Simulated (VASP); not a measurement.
Set up this calculation in VASP 6.6.1, as the native input.

| Item | Value |
| --- | --- |
| Task | single point |
| Functional | PBE |
| Potentials or basis | VASP PAW PBE potentials, release 64 (Ge_d, As) |
| Cutoff | 520 eV |
| k mesh | 3 × 3 × 4 |
| Occupations | gaussian, width 0.1 eV |
| Spin | no spin polarisation |
| Dipole correction | no |
| Further INCAR settings | ALGO = Normal; EDIFF = 1e-06; NBANDS = 46 |

The structure of Ge5As lies in POSCAR:

```
Ge5As
1.0
    9.1982377504      0.0000000045      0.0000000000
   -4.5991188791      7.9659075596      0.0000000000
    0.0000000000      0.0000000000      2.4497165439
Ge As
5 1
Direct
    0.3333333333      0.6666666667      0.5000000000
    0.6666666667      0.3333333333      0.5000000000
    0.5000000000      0.0000000000      0.5000000000
    0.0000000000      0.5000000000      0.5000000000
    0.5000000000      0.5000000000      0.5000000000
    0.0000000000      0.0000000000      0.5000000000
```

These files were run (other wordings do the same):

INCAR

```
SYSTEM = Ge5As
PREC = Accurate
ENCUT = 520
EDIFF = 1E-6
ISMEAR = 0
SIGMA = 0.1
LREAL = .FALSE.
LASPH = .TRUE.
NELM = 100
ALGO = Normal
ISIF = 2
LWAVE = .FALSE.
LCHARG = .FALSE.
GGA = PE
NBANDS = 46
```

KPOINTS

```
regular mesh
0
G
  3 3 4
  0 0 0
```

Potentials or basis: VASP PAW PBE potentials, release 64 (Ge_d, As).

Launch:

```console
$ cat potpaw_PBE.64/Ge_d/POTCAR potpaw_PBE.64/As/POTCAR > POTCAR
$ mpirun -np 1 vasp_std > vasp.out
```

It gave:

* Pressure: 0.0 GPa

Caveat: the k points lie up to 0.64 Å⁻¹ apart.

It took 57 s on 1 thread of Intel(R) Xeon(R) Platinum 8488C (Sapphire Rapids), with other jobs on the host, peak memory 0.3 GiB.
